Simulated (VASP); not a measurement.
Mg3CdS2:

```xyz
6
Lattice="4.4705 0.0000 0.0000 -2.2353 3.8716 0.0000 0.0000 0.0000 8.7361" Properties=species:S:1:pos:R:3 pbc="T T T"
Mg    0.0000    2.5811    4.3680
Mg    2.2353    1.2905    4.3680
Mg    0.0000    0.0000    0.0000
Cd    0.0000    0.0000    4.3680
S     0.0000    0.0000    2.1072
S     0.0000    0.0000    6.6289
```

The cell was built from a structure type or drawn by symmetry, and may not be a known phase.

```yaml
Program: VASP 6.6.1
Task: relaxation of cell and atoms
Functional: PBE
Potentials_or_basis: VASP PAW PBE potentials, release 64 (Mg, Cd, S)
Cutoff: 600 eV
k_mesh: 6 × 6 × 2
Occupations: gaussian, width 0.1 eV
Spin: no spin polarisation
```

At the start: pressure 19.7 GPa; volume 25.20 Å³/atom.

**Question.** Where does the relaxation end?

**Answer.** Over 9 steps the energy falls by 520.7 meV/atom and the volume is 38.02 Å³/atom (+50.9 %); space group P6/mmm (No. 191, to 0.1 Å) before and after.

Step by step:
| step | energy change (eV) | largest force (eV/Å) | pressure (GPa) | volume (Å³) |
| --- | --- | --- | --- | --- |
| 1 | 0.0000 | 1.0403 | 19.68 | 151.20 |
| 2 | -2.3969 | 0.6861 | -1.85 | 229.15 |
| 3 | -2.6360 | 0.5396 | 1.20 | 202.56 |
| 4 | -3.0462 | 0.1279 | 0.68 | 214.46 |
| 5 | -3.0885 | 0.6155 | 0.78 | 220.88 |
| 6 | -3.0902 | 0.5417 | 0.76 | 220.01 |
| 7 | -3.1198 | 0.1212 | -0.12 | 227.55 |
| 8 | -3.1199 | 0.1029 | -0.16 | 227.92 |
| 9 | -3.1241 | 0.0204 | -0.02 | 228.11 |

Final structure:
```cif
data_structure
_symmetry_space_group_name_H-M 'P 1'
_symmetry_Int_Tables_number 1
_cell_length_a 5.2457
_cell_length_b 5.2457
_cell_length_c 9.5721
_cell_angle_alpha 90.000
_cell_angle_beta 90.000
_cell_angle_gamma 120.000
_cell_volume 228.11
loop_
_atom_site_label
_atom_site_type_symbol
_atom_site_fract_x
_atom_site_fract_y
_atom_site_fract_z
_atom_site_occupancy
Mg1 Mg 0.33333 0.66667 0.50000 1
Mg2 Mg 0.66667 0.33333 0.50000 1
Mg3 Mg 0.00000 0.00000 0.00000 1
Cd1 Cd 0.00000 0.00000 0.50000 1
S1 S 0.00000 0.00000 0.23643 1
S2 S 0.00000 0.00000 0.76357 1
```

Caveat: the volume moved by over 15 % at a fixed basis, so the end points are rough.
